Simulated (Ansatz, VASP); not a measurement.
# One calculation of SrCl2, two programs

```
CELL_PARAMETERS angstrom
2.50512 1.44633 4.01532
-2.50512 1.44633 4.01532
0.00000 -2.89266 4.01532
ATOMIC_POSITIONS crystal
Sr 0.00000 0.00000 0.00000
Cl 0.25103 0.25103 0.25103
Cl 0.74897 0.74897 0.74897
```

Change from the starting cell: biaxial_xy strain +2.0%.

Alike in both runs: task single point; functional r2SCAN; k mesh 6 × 6 × 6; no spin polarisation.

```csv
,VASP,Ansatz
version,VASP 6.6.1,Ansatz 0.2.0
potentials or method,"VASP PAW PBE potentials, release 64 (Sr_sv, Cl)","plane waves, PAW"
plane-wave cutoff (eV),520,500
occupations,"gaussian, width 0.01 eV",fixed
valence electrons in the cell,24,24
```

Ansatz gave:

| Item | Value |
| --- | --- |
| gap on the k mesh at the Fermi level (eV) | 5.86 |
| pressure (GPa) | -0.7 |
| traceless stress, the component that is largest in VASP (GPa) | 0.23 |

Task: What did VASP give for the same quantities?

Result: gap on the k mesh at the Fermi level (eV): 5.86; pressure (GPa): -0.7; traceless stress, the component that is largest in VASP (GPa): 0.24.

VASP's potentials were made for PBE, not for r2SCAN.
